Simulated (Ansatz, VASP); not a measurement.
**Sn in VASP and in Ansatz**

```xyz
2
Lattice="0.0000 3.1799 3.1799 3.1799 0.0000 3.1799 3.1799 3.1799 0.0000" Properties=species:S:1:pos:R:3 pbc="T T T"
Sn    3.1799    3.1799    3.1799
Sn    4.7699    4.7699    4.7699
```

Change from the starting cell: volume scaled by 0.9405, PAW files.

Alike in both runs: task electric field gradients; functional LDA; k mesh 9 × 9 × 9; occupations fermi-dirac, width 0.03 eV; no spin polarisation.

```csv
,VASP,Ansatz
version,VASP 6.6.1,Ansatz 0.2.0
potentials or method,"VASP PAW LDA potentials, release 64 (Sn_d)","PAW with Ansatz's default frozen-core files, scalar-relativistic"
plane-wave cutoff (eV),520,420
valence electrons in the cell,28,28
```

```tsv
	VASP	Ansatz	Ansatz less VASP
pressure (GPa)	2.7	2.7	-0.02
```

LDA's correlation is that of Perdew and Zunger in VASP and of Perdew and Wang (1992) in Ansatz.
